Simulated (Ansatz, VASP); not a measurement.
H in VASP and in Ansatz

```
H
1.0
    -1.69153    1.69153    2.05847
     1.69153   -1.69153    2.05847
     1.69153    1.69153   -2.05847
H
2
Direct
  0.90986 0.90986 0.00000
  0.09014 0.09014 0.00000
```

Alike in both runs: task electric field gradients; functional r2SCAN; k mesh 12 × 12 × 12; occupations fermi-dirac, width 0.01 eV; no spin polarisation.

|  | VASP | Ansatz |
| --- | --- | --- |
| version | VASP 6.6.1 | Ansatz 0.2.0 |
| potentials or method | VASP PAW PBE potentials, release 64 (H) | PAW with Ansatz's default frozen-core files, scalar-relativistic |
| plane-wave cutoff (eV) | 520 | 500 |
| valence electrons in the cell | 2 | 2 |

Ansatz gave:

```
gap on the k mesh at the Fermi level (eV)            : 9.65
pressure (GPa)                                       : 0.2
rms of the force components (eV/Å)                   : 0.005
size of Vzz on the site where it differs most (V/Å²) : 32.9
```

Question: What did VASP give for the same quantities?

Answer: gap on the k mesh at the Fermi level (eV): 9.67; pressure (GPa): 0.0; rms of the force components (eV/Å): 0.002; size of Vzz on the site where it differs most (V/Å²): 32.8.

VASP's potentials were made for PBE, not for r2SCAN. Atom by atom the forces differ by 0.003 eV/Å (rms over components). With one functional, cell and mesh, what is left measures potentials, basis and numerics.
